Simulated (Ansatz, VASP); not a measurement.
**NbTe: VASP beside Ansatz**

File INCAR:

```
ALGO     = Normal         # electronic algorithm
EDIFF    = 1E-6           # SCF threshold, eV
ENCUT    = 500            # plane-wave cutoff, eV
GGA      = PS             # functional
GGA_COMPAT= F            
ISIF     = 2              # what is computed and relaxed
ISMEAR   = 0              # smearing method
ISPIN    = 2              # spin polarisation
LASPH    = T              # aspherical terms in the spheres
LCHARG   = F              # write CHGCAR
LMAXMIX  = 4              # l up to which the mixer works
LORBIT   = 11             # projections on sites
LREAL    = F              # projectors in reciprocal space
LWAVE    = F              # write WAVECAR
MAGMOM   = 1.49 0         # initial moments
NBANDS   = 20             # bands
NELM     = 200            # most SCF steps
PREC     = Accurate       # precision mode
SIGMA    = 0.05           # smearing width, eV
```

File KPOINTS:

```
k-points
0
Gamma
  8 8 8
```

Contents of POSCAR:

```
NbTe
1.0
    0.0000000000      3.1550340357      3.1550340357
    3.1550340357      0.0000000000      3.1550340357
    3.1550340357      3.1550340357      0.0000000000
Nb Te
1 1
Direct
    0.0000000000      0.0000000000      0.0000000000
    0.2500000000      0.2500000000      0.2500000000
```

Input for Ansatz:

```yaml
crystal:
  lattice:
    - [0.0, 3.1550340357, 3.1550340357]
    - [3.1550340357, 0.0, 3.1550340357]
    - [3.1550340357, 3.1550340357, 0.0]
  atoms:
    - { symbol: Nb, position: [0.0, 0.0, 0.0], spin: 1.49 }
    - { symbol: Te, position: [0.25, 0.25, 0.25] }
basis:
  ecutwfc: 420
  ecutrho_ratio: 4
kpoints:
  mp_grid: { grid: [8, 8, 8] }
hamiltonian:
  xc: pbesol
scf:
  occupations: { method: gaussian, width: 0.05 }
output:
  forces: true
  stress: true
  eigenvalues: true
  populations: true
magnetization:
  spin_polarized: true
```

Alike in both runs: task single point; functional PBEsol; k mesh 8 × 8 × 8; occupations gaussian, width 0.05 eV; collinear spin.

```csv
,VASP,Ansatz
version,VASP 6.6.1,Ansatz 0.2.0
potentials or method,"VASP PAW PBE potentials, release 64 (Nb_sv, Te), cutoff 500 eV","scalar-relativistic, plane waves, PAW"
valence electrons in the cell,19,29
```

|  | VASP | Ansatz | Ansatz less VASP |
| --- | --- | --- | --- |
| gap on the k mesh at the Fermi level (eV) | none | none | - |
| pressure (GPa) | -1.2 | -1.2 | +0.05 |
| net moment per atom (μB) | 1.05 | 1.05 | +0.002 |
| size of the moment on the site where the two differ most (μB) | 1.50 | 1.41 | -0.095 |

VASP's potentials were made for PBE, not for PBEsol. Site moments also hang on the region over which each program counts them. A gap of «none» marks a metal or a gap that the smearing closes. The functional is the same, so the differences come from potentials, cutoffs and numerics. VASP's potentials hold 19 valence electrons a cell and Ansatz's 29, so a difference there can come from the potentials and not from the codes.

Neither program's run includes spin-orbit coupling.
